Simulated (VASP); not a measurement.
Write the native input for VASP 6.6.1 that does the following.

- Task: single point
- Functional: PBE
- Potentials or basis: VASP PAW PBE potentials, release 64 (Ni, Si)
- Cutoff: 520 eV
- k mesh: 15 × 15 × 15
- Occupations: fermi-dirac, width 0.1 eV
- Spin: no spin polarisation
- Dipole correction: no
- Further INCAR settings: ALGO = Normal; EDIFF = 1e-07; NBANDS = 14

The structure of SiNi (CsCl type) lies in POSCAR:

```
SiNi
1.0
    2.8387275338      0.0000000000      0.0000000000
    0.0000000000      2.8387275338      0.0000000000
    0.0000000000      0.0000000000      2.8387275338
Ni Si
1 1
Direct
    0.0000000000      0.0000000000      0.0000000000
    0.5000000000      0.5000000000      0.5000000000
```

One way to write it, as run:

INCAR

```
ALGO = Normal
EDIFF = 1E-7
ENCUT = 520
GGA = PE
ISIF = 2
ISMEAR = -1
LASPH = T
LCHARG = F
LREAL = F
LWAVE = F
NBANDS = 14
NELM = 60
PREC = Accurate
SIGMA = 0.1
```

KPOINTS

```
k-points
0
Gamma
  15 15 15
```

Potentials or basis: VASP PAW PBE potentials, release 64 (Ni, Si).

Run with:

```console
$ cat potpaw_PBE.64/Ni/POTCAR potpaw_PBE.64/Si/POTCAR > POTCAR
$ mpirun -np 1 vasp_std > vasp.out
```

Results of the run:

- Pressure: 0.1 GPa
- Band gap on the k mesh: zero (band 7 reaches 14.35 eV, above the bottom of band 8 at 11.16 eV)

Wall time 13 s on 1 thread of Intel(R) Xeon(R) 6975P-C (Granite Rapids) (shared host), peak memory 0.16 GiB.
